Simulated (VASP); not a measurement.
A run of VASP 6.6.1 is set up as follows.

INCAR

```
SYSTEM = ZnCd5S6
PREC = Accurate ; ENCUT = 520
EDIFF = 1E-6 ; ISMEAR = 0
SIGMA = 0.1 ; LREAL = .FALSE.
LASPH = .TRUE. ; NELM = 100
ALGO = Normal ; ISIF = 2
LWAVE = .FALSE. ; LCHARG = .FALSE.
GGA = PE ; NBANDS = 66
```

KPOINTS

```
Automatic mesh
0
G
  6 6 1
  0 0 0
```

The input POSCAR:

```
ZnCd5S6
1.0
    4.0216074400      0.0000000000      0.0000000000
   -2.0108037200      3.4828142000      0.0000000000
    0.0000000000      0.0000000000     19.7267133600
Zn Cd S
1 5 6
Direct
    0.6666666700      0.3333333300      0.3332648300
    0.3333333300      0.6666666700      0.8332648300
    0.6666666700      0.3333333300      0.6668637400
    0.3333333300      0.6666666700      0.1668637400
    0.0000000000      0.0000000000      0.4999412000
    0.0000000000      0.0000000000      0.9999412000
    0.3333333300      0.6666666700      0.9581155800
    0.6666666700      0.3333333300      0.4581155800
    0.6666666700      0.3333333300      0.7917082300
    0.3333333300      0.6666666700      0.2917082300
    0.0000000000      0.0000000000      0.6251074100
    0.0000000000      0.0000000000      0.1251074100
```

Potentials or basis: VASP PAW PBE potentials, release 64 (Zn, Cd, S).

The run is started by

```console
$ cat potpaw_PBE.64/Zn/POTCAR potpaw_PBE.64/Cd/POTCAR potpaw_PBE.64/S/POTCAR > POTCAR
$ mpirun -np 1 vasp_std > vasp.out
```

Question: Predict the pressure.

Answer: 6.5 GPa.

Question: Estimate the largest force.

Answer: 1.269 eV/Å.

Forces in eV/Å, atoms in the order of the input:
```
Zn   0.000  0.000  0.099
Cd   0.000  0.000 -0.001
Cd   0.000  0.000 -0.017
Cd   0.000  0.000  0.001
Cd   0.000  0.000 -0.073
Cd   0.000  0.000  0.034
S    0.000  0.000  0.015
S    0.000  0.000 -1.263
S    0.000  0.000 -0.003
S    0.000  0.000  1.269
S    0.000  0.000 -0.034
S    0.000  0.000 -0.025
```

Caveat: the cell stands under pressure; forces of over 1 eV/Å act on the atoms, so gaps and moduli don't describe the material at rest.
